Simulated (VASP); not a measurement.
# Sn3PbSe4 (P4/mmm) in VASP: a series of runs, part 2 of 2

VASP 6.6.1. The steps go on from the part before.

## 3. Single point, PBE

Input file INCAR:

```
SYSTEM = Sn3PbSe4
PREC = Accurate
ENCUT = 520
EDIFF = 1E-6
ISMEAR = 0
SIGMA = 0.2
LREAL = .FALSE.
LASPH = .TRUE.
NELM = 60
ALGO = Normal
ISIF = 2
LWAVE = .FALSE.
LCHARG = .TRUE.
GGA = PE
LELF = .TRUE.
LVHAR = .TRUE.
NBANDS = 50
```

Input file KPOINTS:

```
Automatic mesh
0
G
  6 6 2
  0 0 0
```

Input file POSCAR:

```
Sn3PbSe4
1.0
    4.3149047000      0.0000000000      0.0000000000
    0.0000000000      4.3149047000      0.0000000000
    0.0000000000      0.0000000000     12.2076472000
Sn Pb Se
3 1 4
Direct
    0.0000000000      0.0000000000      0.7486450000
    0.0000000000      0.0000000000      0.2513550000
    0.5000000000      0.5000000000      0.5000000000
    0.5000000000      0.5000000000      0.0000000000
    0.0000000000      0.0000000000      0.0000000000
    0.5000000000      0.5000000000      0.2538570000
    0.0000000000      0.0000000000      0.5000000000
    0.5000000000      0.5000000000      0.7461430000
```

Potentials or basis: VASP PAW PBE potentials, release 64 (Sn_d, Pb_d, Se).

Run with:

```console
cat potpaw_PBE.64/Sn_d/POTCAR potpaw_PBE.64/Pb_d/POTCAR potpaw_PBE.64/Se/POTCAR > POTCAR
mpirun -np 1 vasp_std > vasp.out
```

OUTCAR:

```text
SYSTEM = Sn3PbSe4
   PREC = Accurate
   ENCUT = 520
   EDIFF = 1E-6
   ISMEAR = 0
   LREAL = .FALSE.
   LASPH = .TRUE.
   NELM = 60
   ISIF = 2
   GGA = PE

 ion  position               nearest neighbor table
   1  0.000  0.000  0.749-   7 3.04   8 3.05   8 3.05   8 3.05   8 3.05   5 3.07
   2  0.000  0.000  0.251-   7 3.04   6 3.05   6 3.05   6 3.05   6 3.05   5 3.07
   3  0.500  0.500  0.500-   6 3.00   8 3.00   7 3.05   7 3.05   7 3.05   7 3.05
   4  0.500  0.500  0.000-   5 3.05   5 3.05   5 3.05   5 3.05   8 3.10   6 3.10
   5  0.000  0.000  0.000-   4 3.05   4 3.05   4 3.05   4 3.05   1 3.07   2 3.07
   6  0.500  0.500  0.254-   3 3.00   2 3.05   2 3.05   2 3.05   2 3.05   4 3.10
   7  0.000  0.000  0.500-   1 3.04   2 3.04   3 3.05   3 3.05   3 3.05   3 3.05
   8  0.500  0.500  0.746-   3 3.00   1 3.05   1 3.05   1 3.05   1 3.05   4 3.10

  LATTYP: Found a simple tetragonal cell.
 ALAT       =     4.3149047000
 C/A-ratio  =     2.8291811868

  Lattice vectors:

 A1 = (   4.3149047000,   0.0000000000,   0.0000000000)
 A2 = (   0.0000000000,   4.3149047000,   0.0000000000)
 A3 = (   0.0000000000,   0.0000000000,  12.2076472000)

Analysis of symmetry for initial positions (statically):
=====================================================================
 Subroutine PRICEL returns:
 Original cell was already a primitive cell.

 Routine SETGRP: Setting up the symmetry group for a
 simple tetragonal supercell.

 Subroutine GETGRP returns: Found 16 space group operations
 (whereof 16 operations were pure point group operations)
 out of a pool of 16 trial point group operations.

The static configuration has the point symmetry D_4h.

Analysis of symmetry for dynamics (positions and initial velocities):
=====================================================================
 Subroutine PRICEL returns:
 Original cell was already a primitive cell.

 Routine SETGRP: Setting up the symmetry group for a
 simple tetragonal supercell.

 Subroutine GETGRP returns: Found 16 space group operations
 (whereof 16 operations were pure point group operations)
 out of a pool of 16 trial point group operations.

The dynamic configuration has the point symmetry D_4h.

 Subroutine INISYM returns: Found 16 space group operations
 (whereof 16 operations are pure point group operations),
 and found     1 'primitive' translations

----------------------------------------------------------------------------------------

                                     Primitive cell

  volume of cell :     227.2869

  direct lattice vectors                    reciprocal lattice vectors
     4.314904700  0.000000000  0.000000000     0.231754829  0.000000000  0.000000000
     0.000000000  4.314904700  0.000000000     0.000000000  0.231754829  0.000000000
     0.000000000  0.000000000 12.207647200     0.000000000  0.000000000  0.081915867

  length of vectors
     4.314904700  4.314904700 12.207647200     0.231754829  0.231754829  0.081915867

  position of ions in fractional coordinates (direct lattice)
     0.000000000  0.000000000  0.748645000
     0.000000000  0.000000000  0.251355000
     0.500000000  0.500000000  0.500000000
     0.500000000  0.500000000  0.000000000
     0.000000000  0.000000000  0.000000000
     0.500000000  0.500000000  0.253857000
[... 46 lines left out ...]
  0.166667  0.166667  0.000000      4.000000
  0.333333  0.166667  0.000000      8.000000
[... 12 lines left out ...]
  0.500000  0.333333  0.500000      4.000000
  0.500000  0.500000  0.500000      1.000000
   k-points           NKPTS =     20   k-points in BZ     NKDIM =     20   number of bands    NBANDS=     50
   number of dos      NEDOS =    301   number of ions     NIONS =      8
   total plane-waves  NPLWV =  98304
   dimension x,y,z NGX =    32 NGY =   32 NGZ =   96
   dimension x,y,z NGXF=    64 NGYF=   64 NGZF=  192
   ions per type =               3   1   4
   NGX,Y,Z   is equivalent  to a cutoff of  12.33, 12.33, 13.07 a.u.
   NGXF,Y,Z  is equivalent  to a cutoff of  24.66, 24.66, 26.15 a.u.
 SYSTEM =  Sn3PbSe4
   PREC   = accura    normal or accurate (medium, high low for compatibility)
   ISTART =      0    job   : 0-new  1-cont  2-samecut
   ICHARG =      2    charge: 1-file 2-atom 10-const
   ISPIN  =      1    spin polarized calculation?
   LNONCOLLINEAR =      F non collinear calculations
   LSORBIT =      F    spin-orbit coupling
   LASPH  =      T    aspherical Exc in radial PAW
   ENCUT  =  520.0 eV  38.22 Ry    6.18 a.u.   8.02  8.02 22.70*2*pi/ulx,y,z
   NELM   =     60;   NELMIN=  2; NELMDL= -5     # of ELM steps
   EDIFF  = 0.1E-05   stopping-criterion for ELM
   LREAL  =      F    real-space projection
   EDIFFG = 0.1E-04   stopping-criterion for IOM
   NSW    =      0    number of steps for IOM
   IBRION =     -1    ionic relax: 0-MD 1-quasi-New 2-CG
   NFREE  =      0    steps in history (QN), initial steepest desc. (CG)
   ISIF   =      2    stress and relaxation
   ISYM   =      2    0-nonsym 1-usesym 2-fastsym
   POTIM  = 0.5000    time-step for ionic-motion
   TEBEG  =    0.0;   TEEND  =   0.0 temperature during run
   PSTRESS=    0.0 pullay stress
   NELECT =      80.0000    total number of electrons
   NUPDOWN=      -1.0000    fix difference up-down
   EMIN   =  10.00;   EMAX   =-10.00  energy-range for DOS
   EFERMI =   0.00;   METHOD = LEGACY
   ISMEAR =     0;   SIGMA  =   0.20  broadening in eV -4-tet -1-fermi 0-gaus
   EFERMI_NEDOS =   21; number of points for ismear=-14 and -15
   IALGO  =     38    algorithm
   IMIX   =      4    mixing-type and parameters
     AMIX     =   0.40;   BMIX     =  1.00
     AMIX_MAG =   1.60;   BMIX_MAG =  1.00
  volume/ion in A,a.u.               =      28.41       191.73
  Fermi-wavevector in a.u.,A,eV,Ry     =   1.155882  2.184300 18.178232  1.336062
  Thomas-Fermi vector in A             =   2.292507
   LORBIT       =      0    0 simple, 1 ext, 2 COOP (PROOUT), +10 PAW based schemes
   GGA     = PE    functional components
   LHFCALC =     F    Hartree Fock is set to
   AEXX    =    0.0000 exact exchange contribution
   IVDW    =     0    specifies the selected vdW correction
   LEPSILON=     F    determine dielectric tensor
   LRPA    =     F    only Hartree local field effects (RPA)
 non-spin polarized calculation
 Gauss-broadening in eV      SIGMA  =   0.20
  energy-cutoff  :      520.00
  volume of cell :      227.29
 maximum number of plane-waves:      6168
   NGX = 17   NGY = 17   NGZ = 45

 number of electron      80.0000032 magnetization

 Free energy of the ion-electron system (eV)
  ---------------------------------------------------
  ext. energy  EPLUGINS =         0.00000000
  ---------------------------------------------------
  free energy    TOTEN  =       -32.81702368 eV

  energy without entropy =      -32.80889641  energy(sigma->0) =      -32.81296004

 E-fermi :   5.3525     XC(G=0):  -9.4555

 val. band max:        5.2618194637   @ k =   0.5000   0.0000   0.0000
 cond. band min:       5.3836076129   @ k =   0.5000   0.0000   0.0000
 fundamental gap:      0.1217881491
 Fermi energy:         5.3525173676

 k-point     1 :       0.0000    0.0000    0.0000
  band No.  band energies     occupation
      1     -16.4480      2.00000
      2     -16.4442      2.00000
      3     -16.4374      2.00000
      4     -16.4373      2.00000
      5     -16.4313      2.00000
      6     -16.4313      2.00000
[... 1049 lines left out ...]
     49      10.5480      0.00000
     50      10.6181      0.00000

------------------------ aborting loop because EDIFF is reached ----------------------------------------

  FORCE on cell =-STRESS in cart. coord.  units (eV):
  Direction    XX          YY          ZZ          XY          YZ          ZX
  --------------------------------------------------------------------------------------
  -------------------------------------------------------------------------------------
  Total       -0.4628165     -0.4628165      0.2603092      0.0000000      0.0000000      0.0000000
  in kB       -3.2624590     -3.2624590      1.8349564      0.0000000      0.0000000      0.0000000
  external PRESSURE =      -1.5633205 kB  Pullay stress =       0.0000000 kB

 VOLUME and BASIS-vectors are now :
 -----------------------------------------------------------------------------
  energy-cutoff  :      520.00
  volume of cell :      227.29
      direct lattice vectors                 reciprocal lattice vectors
     4.314904700  0.000000000  0.000000000     0.231754829  0.000000000  0.000000000
     0.000000000  4.314904700  0.000000000     0.000000000  0.231754829  0.000000000
     0.000000000  0.000000000 12.207647200     0.000000000  0.000000000  0.081915867

 POSITION                                       TOTAL-FORCE (eV/Angst)
 -----------------------------------------------------------------------------------
      0.00000      0.00000      9.13919        -0.000000     -0.000000      0.000108
      0.00000      0.00000      3.06845         0.000000     -0.000000     -0.000108
      2.15745      2.15745      6.10382         0.000000      0.000000      0.000000
      2.15745      2.15745      0.00000         0.000000      0.000000      0.000000
      0.00000      0.00000      0.00000         0.000000      0.000000      0.000000
      2.15745      2.15745      3.09900         0.000000     -0.000000     -0.003397
      0.00000      0.00000      6.10382         0.000000      0.000000      0.000000
      2.15745      2.15745      9.10865         0.000000      0.000000      0.003397
 -----------------------------------------------------------------------------------
    total drift:                                0.000000     -0.000000      0.000000

  FREE ENERGIE OF THE ION-ELECTRON SYSTEM (eV)
  ---------------------------------------------------
  free  energy   TOTEN  =       -32.8170236776 eV

  energy  without entropy=      -32.8088964115  energy(sigma->0) =      -32.81296004
```

It took 2.2 min on 1 thread of Intel Xeon Platinum 8488C (Sapphire Rapids), shared host; peak memory 0.43 GiB.

Results:

* Free energy: -32.8170 eV
* Pressure: -0.2 GPa
* Largest force: 0.003 eV/Å
* Band gap on the k mesh: 0.12 eV

Forces in eV/Å, atoms in the order of the input:
```
Sn   0.000  0.000  0.000
Sn   0.000  0.000  0.000
Sn   0.000  0.000  0.000
Pb   0.000  0.000  0.000
Se   0.000  0.000  0.000
Se   0.000  0.000 -0.003
Se   0.000  0.000  0.000
Se   0.000  0.000  0.003
```

Levels at points of the mesh, in eV from the valence-band top:
```csv
k point,band 36,band 37,band 38,band 39,band 40,band 41,band 42,band 43,band 44,band 45
"(0.00, 0.00, 0.00)",-2.17,-2.15,-2.15,-1.80,-1.68,1.94,2.07,3.15,3.95,4.10
"(0.50, 0.00, 0.00)",-1.78,-0.91,-0.70,-0.04,0.00,0.12,0.37,1.04,1.11,1.19
"(0.50, 0.50, 0.00)",-3.52,-3.52,-3.52,-0.96,-0.89,1.37,1.54,3.17,3.17,4.60
"(0.00, 0.00, 0.50)",-2.41,-2.36,-2.36,-1.32,-1.23,2.18,2.27,3.29,3.49,3.96
"(0.50, 0.00, 0.50)",-1.80,-0.81,-0.42,-0.40,-0.40,0.55,0.59,0.63,0.68,1.40
"(0.50, 0.50, 0.50)",-3.83,-2.63,-2.43,-2.40,-2.28,3.28,3.34,3.45,3.50,3.68
```

Caveat: spin-orbit coupling is left out, which moves the levels of the heavy elements. A k mesh can miss the band edges.
